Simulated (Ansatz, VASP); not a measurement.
# AgI: VASP beside Ansatz

```xyz
2
Lattice="0.0000 2.8645 2.8645 2.8645 0.0000 2.8645 2.8645 2.8645 0.0000" Properties=species:S:1:pos:R:3 pbc="T T T"
Ag    0.0000    0.0000    0.0000
I     1.4322    1.4322    1.4322
```

Change from the starting cell: volume scaled by 0.7, LAPW.

Alike in both runs: task single point; functional PBEsol; k mesh 12 × 12 × 12; occupations fermi-dirac, width 0.05 eV; no spin polarisation.

```csv
,VASP,Ansatz
version,VASP 6.6.1,Ansatz 0.2.0
potentials or method,"VASP PAW PBE potentials, release 64 (Ag, I), cutoff 500 eV","all-electron LAPW, scalar-relativistic"
```

|  | VASP | Ansatz | Ansatz less VASP |
| --- | --- | --- | --- |
| pressure (GPa) | 31.4 | 31.7 | +0.26 |

VASP's potentials were made for PBE, not for PBEsol. Both programs put the cell under a high pressure, so it lies far from rest at this level. Ansatz ran all-electron here, and VASP with PAW potentials.

Neither program's run includes spin-orbit coupling.
